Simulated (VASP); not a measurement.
Here is a VASP 6.6.1 calculation.

The input INCAR:

```
SYSTEM = Si30C
PREC = Accurate ; ENCUT = 520
EDIFF = 1E-7 ; ISMEAR = 0
SIGMA = 0.02 ; LREAL = Auto
LASPH = .TRUE. ; NELM = 80
ALGO = Normal ; ISIF = 2
LWAVE = .FALSE. ; LCHARG = .TRUE.
GGA = PE ; LELF = .TRUE.
LVHAR = .TRUE. ; NBANDS = 83
```

The input KPOINTS:

```
Automatic mesh
0
Gamma
  2 2 2
  0.5 0.5 0.5
```

POSCAR

```
Si30C
1.0
   -5.7769209609      3.3353068718      6.3650226989
    5.7769209609     -3.3353068718      6.3650226989
    3.8512806405      6.6706137437     -6.3650226989
C Si
1 30
Direct
    0.2622551348      0.1310222807      0.3061410286
    0.7404301263      0.5745998421      0.2442993363
    0.1141796074      0.4464405876      0.4969942230
    0.6044719222      0.9518127777      0.4913751621
    0.4964061267      0.3241923642      0.7563846653
    0.9782209320      0.8109287467      0.7386104778
    0.8760290653      0.1962242668      0.0081830547
    0.3619774393      0.6925337811      0.9983385380
    0.3203665128      0.4815075311      0.2496747652
    0.8352755085      0.9927796954      0.2490622444
    0.1997271747      0.8733657560      0.4946212391
    0.6876228287      0.3554600429      0.4932576539
    0.5697712640      0.7391284128      0.7485166412
    0.0730505671      0.2349807855      0.7503689010
    0.9634943486      0.6256660059      0.9905096157
    0.4384734265      0.1107568494      0.0104370103
    0.3991246223      0.2411821135      0.2626592253
    0.9311022905      0.7575557481      0.2390242428
    0.2996948561      0.6403454315      0.4984731813
    0.8045324298      0.1316109481      0.4960324587
    0.6822290305      0.5123053085      0.7527292136
    0.1737393834      0.0019062931      0.7471494906
    0.0505626080      0.3892661719     -0.0015304037
    0.5526941379      0.8833990192      1.0034451063
    0.5051932959      0.6724854464      0.2485973407
    0.0508065748      0.1720549492      0.2596906197
    0.3674450827      0.0679033943      0.4723434671
    0.8769378529      0.5416702825      0.4921968119
    0.7552986065      0.9282576953      0.7473223551
    0.2589328258      0.4241029782      0.7489590803
    0.6347532213      0.2926866310      0.0061332537
```

Potentials or basis: VASP PAW PBE potentials, release 64 (C, Si).

Launch:

```sh
$ cat potpaw_PBE.64/C/POTCAR potpaw_PBE.64/Si/POTCAR > POTCAR
$ mpirun -np 1 vasp_std > vasp.out
```

Task: Predict the band gap on the k mesh.

Result: 0.10 eV.

Task: Predict the pressure.

Result: -3.3 GPa.

Task: Predict the largest force.

Result: 0.018 eV/Å.

Forces on the atoms (eV/Å):
```
C   -0.006 -0.002  0.003
Si  -0.003  0.002  0.004
Si   0.002  0.007  0.000
Si   0.003  0.005 -0.002
Si  -0.001 -0.003  0.008
Si   0.003 -0.014  0.004
Si   0.000 -0.004  0.000
Si  -0.015  0.011  0.002
Si   0.003 -0.009 -0.004
Si   0.001  0.000  0.003
Si  -0.005 -0.003  0.001
Si   0.001  0.002 -0.001
Si   0.001  0.001 -0.003
Si  -0.001  0.004 -0.004
Si   0.000  0.000 -0.008
Si  -0.006  0.000 -0.003
Si   0.002  0.001  0.013
Si   0.011  0.005 -0.002
Si   0.002  0.002  0.001
Si   0.001 -0.005 -0.001
Si  -0.001  0.000  0.000
Si   0.000  0.000 -0.005
Si  -0.003 -0.001  0.002
Si   0.000  0.003 -0.003
Si   0.005 -0.008  0.002
Si   0.001 -0.008 -0.008
Si  -0.007  0.013 -0.006
Si   0.002  0.004  0.003
Si  -0.008  0.004 -0.001
Si   0.008 -0.005  0.002
Si   0.009  0.000  0.004
```
